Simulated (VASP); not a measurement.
A run of VASP 6.6.1:

File INCAR:

```
SYSTEM = BN
ALGO     = Normal         ! electronic algorithm
EDIFF    = 1E-6           ! SCF threshold, eV
ENCUT    = 600            ! plane-wave cutoff, eV
GGA      = PE             ! functional
GGA_COMPAT= .False.      
ISIF     = 2              ! what is computed and relaxed
ISMEAR   = 0              ! smearing method
LASPH    = .True.         ! aspherical terms in the spheres
LCHARG   = .True.         ! write CHGCAR
LELF     = .True.         ! ELF
LREAL    = .False.        ! projectors in reciprocal space
LVHAR    = .True.       
LWAVE    = .False.        ! write WAVECAR
NBANDS   = 11             ! bands
NELM     = 120            ! most SCF steps
PREC     = Accurate       ! precision mode
SIGMA    = 0.02           ! smearing width, eV
```

The input KPOINTS:

```
k-points
0
Gamma
  12 12 12
  0 0 0
```

POSCAR

```
BN
1.0
    0.0000000000      1.8130010000      1.8130010000
    1.8130010000      0.0000000000      1.8130010000
    1.8130010000      1.8130010000      0.0000000000
B N
1 1
Direct
    0.0000000000      0.0000000000      0.0000000000
    0.8534196892      0.8534196892      0.6465803108
```

Potentials or basis: VASP PAW PBE potentials, release 64 (B, N).

The run is started by

```bash
$ cat potpaw_PBE.64/B/POTCAR potpaw_PBE.64/N/POTCAR > POTCAR
$ mpirun -np 1 vasp_std > vasp.out
```

Hardware: 1 thread of Intel Xeon 6975P-C, on a shared host.

Question: Estimate the wall time of this run.

Answer: Wall time 20 s on 1 thread of Intel Xeon 6975P-C (shared host), peak memory 0.15 GiB. Counts: scf iterations 12, k points 280.
